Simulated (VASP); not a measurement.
# Sr (Pnma) in VASP: single point with PBE

Aim: the single point of Sr with PBE.

All numbers are computed with VASP 6.6.1; they aren't measurements. Logs are shortened: lines on timing, memory, paths and dates and some standing lists are left out, and cuts for length are marked.

## Step 1: The cell of the first run

The structure is orthorhombic, space group Pnma (No. 62). Conventional cell: a = 7.311 Å, b = 7.118 Å, c = 4.199 Å, α = 90.00°, β = 90.00°, γ = 90.00°. Within 5.5 Å of Sr (site symmetry m) lie 12 Sr at 4.20 to 4.32 Å.

## Step 2: Single point, PBE

Input file INCAR:

```
SYSTEM = Sr
ALGO = Normal
EDIFF = 1E-6
ENCUT = 520
GGA = PE
ISIF = 2
ISMEAR = 0
LASPH = .True.
LCHARG = .True.
LELF = .True.
LREAL = .False.
LVHAR = .True.
LWAVE = .False.
NBANDS = 28
NELM = 100
PREC = Accurate
SIGMA = 0.1
```

Input file KPOINTS:

```
k-points
0
Gamma
  4 2 4
  0 0 0
```

Input file POSCAR:

```
Sr
1.0
    7.3113894069      0.0000000000      0.0000000000
    0.0000000000      7.1180406013      0.0000000000
    0.0000000000      0.0000000000      4.1992310591
Sr
4
Direct
    0.1635974139      0.2500000000      0.5006592815
    0.8364025861      0.7500000000      0.4993407185
    0.3364025861      0.7500000000      0.0006592815
    0.6635974139      0.2500000000      0.9993407185
```

Potentials or basis: VASP PAW PBE potentials, release 64 (Sr_sv).

Started as:

```
> cat potpaw_PBE.64/Sr_sv/POTCAR > POTCAR
> mpirun -np 1 vasp_std > vasp.out
```

OUTCAR:

```text
SYSTEM = Sr
   EDIFF = 1E-6
   ENCUT = 520
   GGA = PE
   ISIF = 2
   ISMEAR = 0
   LASPH = .True.
   LREAL = .False.
   NELM = 100
   PREC = Accurate

 ion  position               nearest neighbor table
   1  0.164  0.250  0.501-   4 4.21   4 4.21   4 4.22   4 4.22   2 4.29   2 4.29   3 4.32   3 4.32
                             3 4.32   3 4.32
   2  0.836  0.750  0.499-   3 4.21   3 4.21   3 4.22   3 4.22   1 4.29   1 4.29   4 4.32   4 4.32
                             4 4.32   4 4.32
   3  0.336  0.750  0.001-   2 4.21   2 4.21   2 4.22   2 4.22   4 4.29   4 4.29   1 4.32   1 4.32
                             1 4.32   1 4.32
   4  0.664  0.250  0.999-   1 4.21   1 4.21   1 4.22   1 4.22   3 4.29   3 4.29   2 4.32   2 4.32
                             2 4.32   2 4.32

  LATTYP: Found a simple orthorhombic cell.
 ALAT       =     4.1992310591
 B/A-ratio  =     1.6950819093
 C/A-ratio  =     1.7411257690

  Lattice vectors:

 A1 = (   0.0000000000,   0.0000000000,  -4.1992310591)
 A2 = (   0.0000000000,   7.1180406013,   0.0000000000)
 A3 = (   7.3113894069,   0.0000000000,   0.0000000000)

Analysis of symmetry for initial positions (statically):
=====================================================================
 Subroutine PRICEL returns:
 Original cell was already a primitive cell.

 Routine SETGRP: Setting up the symmetry group for a
 simple orthorhombic supercell.

 Subroutine GETGRP returns: Found  8 space group operations
 (whereof  2 operations were pure point group operations)
 out of a pool of  8 trial point group operations.

The static configuration has the point symmetry S_2 .
 The point group associated with its full space group is D_2h.

Analysis of symmetry for dynamics (positions and initial velocities):
=====================================================================
 Subroutine PRICEL returns:
 Original cell was already a primitive cell.

 Routine SETGRP: Setting up the symmetry group for a
 simple orthorhombic supercell.

 Subroutine GETGRP returns: Found  8 space group operations
 (whereof  2 operations were pure point group operations)
 out of a pool of  8 trial point group operations.

The dynamic configuration has the point symmetry S_2 .
 The point group associated with its full space group is D_2h.

 Subroutine INISYM returns: Found  8 space group operations
 (whereof  2 operations are pure point group operations),
 and found     1 'primitive' translations

----------------------------------------------------------------------------------------

                                     Primitive cell

  volume of cell :     218.5396

  direct lattice vectors                    reciprocal lattice vectors
     7.311389407  0.000000000  0.000000000     0.136772909  0.000000000  0.000000000
     0.000000000  7.118040601  0.000000000     0.000000000  0.140488100  0.000000000
     0.000000000  0.000000000  4.199231059     0.000000000  0.000000000  0.238138837

  length of vectors
     7.311389407  7.118040601  4.199231059     0.136772909  0.140488100  0.238138837

  position of ions in fractional coordinates (direct lattice)
     0.163597414  0.250000000  0.500659281
     0.836402586  0.750000000  0.499340719
     0.336402586  0.750000000  0.000659281
     0.663597414  0.250000000  0.999340719

  ion indices of the primitive-cell ions
   primitive index   ion index
                 1           1
                 2           2
                 3           3
                 4           4

----------------------------------------------------------------------------------------

 KPOINTS: k-points

Automatic generation of k-mesh.
 Grid dimensions read from file:
 generate k-points for:    4    2    4

 Generating k-lattice:

  Cartesian coordinates                     Fractional coordinates (reciprocal lattice)
     0.034193227  0.000000000  0.000000000     0.250000000  0.000000000  0.000000000
     0.000000000  0.070244050  0.000000000     0.000000000  0.500000000  0.000000000
     0.000000000  0.000000000  0.059534709     0.000000000  0.000000000  0.250000000

  Length of vectors
     0.034193227  0.070244050  0.059534709

  Shift w.r.t. Gamma in fractional coordinates (k-lattice)
     0.000000000  0.000000000  0.000000000

 Subroutine IBZKPT returns following result:
 ===========================================

 Found     18 irreducible k-points:

 Following reciprocal coordinates:
            Coordinates               Weight
  0.000000  0.000000  0.000000      1.000000
  0.250000  0.000000  0.000000      2.000000
  0.500000  0.000000  0.000000      1.000000
  0.000000  0.500000  0.000000      1.000000
  0.250000  0.500000  0.000000      2.000000
  0.500000  0.500000  0.000000      1.000000
[... 10 lines left out ...]
  0.250000  0.500000  0.500000      2.000000
  0.500000  0.500000  0.500000      1.000000
   k-points           NKPTS =     18   k-points in BZ     NKDIM =     18   number of bands    NBANDS=     28
   number of dos      NEDOS =    301   number of ions     NIONS =      4
   total plane-waves  NPLWV =  93312
   dimension x,y,z NGX =    54 NGY =   54 NGZ =   32
   dimension x,y,z NGXF=   108 NGYF=  108 NGZF=   64
   ions per type =               4
   NGX,Y,Z   is equivalent  to a cutoff of  12.28, 12.61, 12.67 a.u.
   NGXF,Y,Z  is equivalent  to a cutoff of  24.56, 25.22, 25.34 a.u.
 SYSTEM =  Sr
   PREC   = accura    normal or accurate (medium, high low for compatibility)
   ISTART =      0    job   : 0-new  1-cont  2-samecut
   ICHARG =      2    charge: 1-file 2-atom 10-const
   ISPIN  =      1    spin polarized calculation?
   LNONCOLLINEAR =      F non collinear calculations
   LSORBIT =      F    spin-orbit coupling
   LASPH  =      T    aspherical Exc in radial PAW
   ENCUT  =  520.0 eV  38.22 Ry    6.18 a.u.  13.59 13.23  7.81*2*pi/ulx,y,z
   NELM   =    100;   NELMIN=  2; NELMDL= -5     # of ELM steps
   EDIFF  = 0.1E-05   stopping-criterion for ELM
   LREAL  =      F    real-space projection
   EDIFFG = 0.1E-04   stopping-criterion for IOM
   NSW    =      0    number of steps for IOM
   IBRION =     -1    ionic relax: 0-MD 1-quasi-New 2-CG
   NFREE  =      0    steps in history (QN), initial steepest desc. (CG)
   ISIF   =      2    stress and relaxation
   ISYM   =      2    0-nonsym 1-usesym 2-fastsym
   POTIM  = 0.5000    time-step for ionic-motion
   TEBEG  =    0.0;   TEEND  =   0.0 temperature during run
   PSTRESS=    0.0 pullay stress
   NELECT =      40.0000    total number of electrons
   NUPDOWN=      -1.0000    fix difference up-down
   EMIN   =  10.00;   EMAX   =-10.00  energy-range for DOS
   EFERMI =   0.00;   METHOD = LEGACY
   ISMEAR =     0;   SIGMA  =   0.10  broadening in eV -4-tet -1-fermi 0-gaus
   EFERMI_NEDOS =   21; number of points for ismear=-14 and -15
   IALGO  =     38    algorithm
   IMIX   =      4    mixing-type and parameters
     AMIX     =   0.40;   BMIX     =  1.00
     AMIX_MAG =   1.60;   BMIX_MAG =  1.00
  volume/ion in A,a.u.               =      54.63       368.69
  Fermi-wavevector in a.u.,A,eV,Ry     =   0.929504  1.756509 11.755140  0.863978
  Thomas-Fermi vector in A             =   2.055794
   LORBIT       =      0    0 simple, 1 ext, 2 COOP (PROOUT), +10 PAW based schemes
   GGA     = PE    functional components
   LHFCALC =     F    Hartree Fock is set to
   AEXX    =    0.0000 exact exchange contribution
   IVDW    =     0    specifies the selected vdW correction
   LEPSILON=     F    determine dielectric tensor
   LRPA    =     F    only Hartree local field effects (RPA)
 non-spin polarized calculation
 Gauss-broadening in eV      SIGMA  =   0.10
  energy-cutoff  :      520.00
  volume of cell :      218.54
 maximum number of plane-waves:      5920
   NGX = 27   NGY = 27   NGZ = 15

 number of electron      40.0000001 magnetization

 Free energy of the ion-electron system (eV)
  ---------------------------------------------------
  ext. energy  EPLUGINS =         0.00000000
  ---------------------------------------------------
  free energy    TOTEN  =        -6.48289227 eV

  energy without entropy =       -6.44319496  energy(sigma->0) =       -6.46304362

 E-fermi :   1.5819     XC(G=0):  -7.3712

 val. band max:        1.5500889733   @ k =   0.0000   0.0000   0.0000
 cond. band min:       1.5852488701   @ k =   0.5000   0.0000   0.2500
 fundamental gap:      0.0351598968
 Fermi energy:         1.5818805868

 k-point     1 :       0.0000    0.0000    0.0000
  band No.  band energies     occupation
      1     -35.0003      2.00000
      2     -34.9881      2.00000
      3     -34.9849      2.00000
      4     -34.9815      2.00000
      5     -17.0796      2.00000
      6     -17.0660      2.00000
[... 20 lines left out ...]
     27       3.9222      0.00000
     28       3.9628      0.00000

 k-point     2 :       0.2500    0.0000    0.0000
  band No.  band energies     occupation
      1     -34.9983      2.00000
      2     -34.9876      2.00000
      3     -34.9870      2.00000
      4     -34.9820      2.00000
      5     -17.0562      2.00000
      6     -17.0547      2.00000
[... 20 lines left out ...]
     27       3.9016      0.00000
     28       4.1326      0.00000

 k-point     3 :       0.5000    0.0000    0.0000
  band No.  band energies     occupation
      1     -34.9932      2.00000
      2     -34.9932      2.00000
      3     -34.9843      2.00000
      4     -34.9843      2.00000
      5     -17.0300      2.00000
      6     -17.0300      2.00000
[... 20 lines left out ...]
     27       3.7503      0.00000
     28       3.7503      0.00000

 k-point     4 :       0.0000    0.5000    0.0000
  band No.  band energies     occupation
      1     -34.9942      2.00000
      2     -34.9942      2.00000
      3     -34.9832      2.00000
      4     -34.9832      2.00000
      5     -17.0843      2.00000
      6     -17.0843      2.00000
[... 20 lines left out ...]
     27       3.9581      0.00000
     28       3.9865      0.00000

 k-point     5 :       0.2500    0.5000    0.0000
  band No.  band energies     occupation
      1     -34.9926      2.00000
      2     -34.9926      2.00000
      3     -34.9848      2.00000
      4     -34.9848      2.00000
      5     -17.0616      2.00000
      6     -17.0616      2.00000
[... 20 lines left out ...]
     27       3.6398      0.00000
     28       3.6398      0.00000

 k-point     6 :       0.5000    0.5000    0.0000
  band No.  band energies     occupation
      1     -34.9887      2.00000
      2     -34.9887      2.00000
      3     -34.9887      2.00000
      4     -34.9887      2.00000
      5     -17.0102      2.00000
      6     -17.0102      2.00000
[... 277 lines left out ...]
      5     -17.0850      2.00000
      6     -17.0850      2.00000
[... 20 lines left out ...]
     27       3.4230      0.00000
     28       3.4230      0.00000

 k-point    16 :       0.0000    0.5000    0.5000
  band No.  band energies     occupation
      1     -34.9830      2.00000
      2     -34.9830      2.00000
      3     -34.9829      2.00000
      4     -34.9829      2.00000
      5     -17.0577      2.00000
      6     -17.0577      2.00000
[... 20 lines left out ...]
     27       2.6926      0.00000
     28       2.6926      0.00000

 k-point    17 :       0.2500    0.5000    0.5000
  band No.  band energies     occupation
      1     -34.9830      2.00000
      2     -34.9830      2.00000
      3     -34.9829      2.00000
      4     -34.9829      2.00000
      5     -17.0746      2.00000
      6     -17.0746      2.00000
[... 20 lines left out ...]
     27       2.8227      0.00000
     28       2.8227      0.00000

 k-point    18 :       0.5000    0.5000    0.5000
  band No.  band energies     occupation
      1     -34.9829      2.00000
      2     -34.9829      2.00000
      3     -34.9829      2.00000
      4     -34.9829      2.00000
      5     -17.0872      2.00000
      6     -17.0872      2.00000
[... 20 lines left out ...]
     27       2.9122      0.00000
     28       2.9122      0.00000

------------------------ aborting loop because EDIFF is reached ----------------------------------------

  FORCE on cell =-STRESS in cart. coord.  units (eV):
  Direction    XX          YY          ZZ          XY          YZ          ZX
  --------------------------------------------------------------------------------------
  -------------------------------------------------------------------------------------
  Total        0.4937975      0.1368576      0.4384050      0.0000000      0.0000000      0.0000000
  in kB        3.6201729      1.0033428      3.2140742      0.0000000      0.0000000      0.0000000
  external PRESSURE =       2.6125300 kB  Pullay stress =       0.0000000 kB

 VOLUME and BASIS-vectors are now :
 -----------------------------------------------------------------------------
  energy-cutoff  :      520.00
  volume of cell :      218.54
      direct lattice vectors                 reciprocal lattice vectors
     7.311389407  0.000000000  0.000000000     0.136772909  0.000000000  0.000000000
     0.000000000  7.118040601  0.000000000     0.000000000  0.140488100  0.000000000
     0.000000000  0.000000000  4.199231059     0.000000000  0.000000000  0.238138837

 POSITION                                       TOTAL-FORCE (eV/Angst)
 -----------------------------------------------------------------------------------
      1.19612      1.77951      2.10238         0.012569     -0.000000     -0.002043
      6.11527      5.33853      2.09685        -0.012569      0.000000      0.002043
      2.45957      5.33853      0.00277        -0.012569     -0.000000     -0.002043
      4.85182      1.77951      4.19646         0.012569      0.000000      0.002043
 -----------------------------------------------------------------------------------
    total drift:                               -0.000000     -0.000000      0.000000

  FREE ENERGIE OF THE ION-ELECTRON SYSTEM (eV)
  ---------------------------------------------------
  free  energy   TOTEN  =        -6.4828922733 eV

  energy  without entropy=       -6.4431949598  energy(sigma->0) =       -6.46304362
```

It took 48 s on 1 thread of Intel Xeon 6975P-C (Granite Rapids), shared host; peak memory 0.32 GiB.

What came out:

```yaml
Free_energy: -6.4829 eV
Pressure: 0.3 GPa
Largest_force: 0.013 eV/Å
Band_gap_on_the_k_mesh: zero (band 20 reaches 1.75 eV, above the bottom of band 21 at 1.53 eV)
```

Forces on the atoms (eV/Å):
```
Sr   0.013  0.000 -0.002
Sr  -0.013  0.000  0.002
Sr  -0.013  0.000 -0.002
Sr   0.013  0.000  0.002
```

Levels at points of the mesh, in eV from the Fermi level:
```
           k point  band 17  band 18  band 19  band 20  band 21  band 22  band 23  band 24
(0.00, 0.00, 0.00)    -3.63    -1.21    -1.03    -0.51    -0.03     0.09     0.31     1.22
(0.50, 0.00, 0.00)    -2.76    -2.76    -0.35    -0.35    -0.04    -0.04     1.05     1.05
(0.00, 0.50, 0.00)    -2.74    -2.74    -0.79    -0.79     0.31     0.31     1.19     1.19
(0.50, 0.50, 0.00)    -1.96    -1.96    -1.96    -1.96     1.03     1.03     1.03     1.03
(0.00, 0.00, 0.50)    -1.28    -1.28     0.17     0.17     0.29     0.29     0.33     0.33
(0.50, 0.00, 0.50)    -1.04    -1.04    -0.47    -0.47     0.06     0.06     0.29     0.29
(0.00, 0.50, 0.50)    -0.72    -0.72    -0.71    -0.71     0.57     0.57     0.58     0.58
(0.50, 0.50, 0.50)    -0.76    -0.76    -0.76    -0.76     0.29     0.29     0.29     0.29
```

Caveat: the k points lie up to 0.44 Å⁻¹ apart.
